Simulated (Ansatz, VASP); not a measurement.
**SnSe in VASP and in Ansatz**

```xyz
2
Lattice="3.5680 0.0000 0.0000 0.0000 3.5680 0.0000 0.0000 0.0000 3.5680" Properties=species:S:1:pos:R:3 pbc="T T T"
Se    0.0000    0.0000    0.0000
Sn    1.7840    1.7840    1.7840
```

Alike in both runs: task single point; functional PBE; dispersion D3(BJ); k mesh 10 × 10 × 10; occupations gaussian, width 0.05 eV; no spin polarisation.

```csv
,VASP,Ansatz
version,VASP 6.6.1,Ansatz 0.2.0
potentials or method,"VASP PAW PBE potentials, release 64 (Se, Sn_d), cutoff 520 eV","scalar-relativistic, plane waves, PAW"
valence electrons in the cell,20,30
```

|  | VASP | Ansatz | Ansatz less VASP |
| --- | --- | --- | --- |
| gap on the k mesh at the Fermi level (eV) | none | none | - |
| pressure (GPa) | 2.5 | 2.5 | 0.00 |

A gap of «none» marks a metal or a gap that the smearing closes. VASP's potentials hold 20 valence electrons a cell and Ansatz's 30, so a difference there can come from the potentials and not from the codes.
